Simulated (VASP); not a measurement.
Write the native input for VASP 6.6.1 that does the following.

| Quantity | Value |
| --- | --- |
| Task | relaxation of cell and atoms |
| Functional | r2SCAN |
| Dispersion | rVV10 |
| Potentials or basis | VASP PAW PBE potentials, release 64 (Al, N) |
| Cutoff | 660 eV |
| k mesh | 10 × 10 × 10 |
| Occupations | gaussian, width 0.02 eV |
| Spin | no spin polarisation |
| Dipole correction | no |
| Further INCAR settings | ALGO = Normal; EDIFF = 1e-07; IBRION = 2; EDIFFG = -0.002; NSW = 100; ISIF = 3 |

The system is AlN.

```
Al N
1.0
     0.00000    2.03452    2.03452
     2.03452    0.00000    2.03452
     2.03452    2.03452    0.00000
Al N
1 1
Direct
  0.50000 0.50000 0.50000
  0.00000 0.00000 0.00000
```

The input as run:

POSCAR

```
AlN
1.0
    0.0000000000      2.0345180000      2.0345180000
    2.0345180000      0.0000000000      2.0345180000
    2.0345180000      2.0345180000      0.0000000000
Al N
1 1
Direct
    0.5000000000      0.5000000000      0.5000000000
    0.0000000000      0.0000000000      0.0000000000
```

INCAR.step1

```
SYSTEM = AlN
ALGO = Normal
EDIFF = 1E-5
EDIFFG = -0.005
ENCUT = 660
GGA = PE
GGA_COMPAT = .False.
IBRION = 2
ISIF = 3
ISMEAR = 0
LASPH = .True.
LCHARG = .False.
LREAL = .False.
LWAVE = .True.
NELM = 120
NELMIN = 4
NSW = 100
PREC = Accurate
SIGMA = 0.02
```

INCAR.step2

```
SYSTEM = AlN
ALGO = Normal
BPARAM = 11.95
CPARAM = 0.0093
EDIFF = 1E-7
EDIFFG = -0.002
ENCUT = 660
GGA_COMPAT = .False.
IBRION = 2
ISIF = 3
ISMEAR = 0
ISTART = 1
IVDW_NL = 2
LASPH = .True.
LCHARG = .False.
LMIXTAU = .True.
LREAL = .False.
LUSE_VDW = .True.
LWAVE = .False.
METAGGA = R2SCAN
NELM = 120
NELMIN = 4
NSW = 100
PREC = Accurate
SIGMA = 0.02
```

KPOINTS

```
k-points
0
Gamma
  10 10 10
  0 0 0
```

Potentials or basis: VASP PAW PBE potentials, release 64 (Al, N).

Command:

```sh
$ cat potpaw_PBE.64/Al/POTCAR potpaw_PBE.64/N/POTCAR > POTCAR
$ cp INCAR.step1 INCAR
$ mpirun -np 1 vasp_std > vasp.out
$ cp INCAR.step2 INCAR
$ mpirun -np 1 vasp_std > vasp.out
```

It gave:

The relaxed volume is 8.18 Å³/atom. The relaxed cell is a = 2.850 Å, b = 2.850 Å, c = 2.850 Å, α = 60.00°, β = 60.00°, γ = 60.00° and the space group after relaxing (to 0.1 Å) is Fm-3m (No. 225). The energy gained by relaxing is 6.0 meV/atom and the ionic steps are 16. The pressure after relaxing is 0.0 GPa. The band gap on the k mesh is 5.56 eV (least direct gap 6.64 eV).

Caveat: the PAW data sets were made with another functional, which shifts forces and pressure a little.

Run time: 11 min on 1 thread of Intel Xeon 8259CL, with other jobs on the host, peak memory 0.22 GiB.
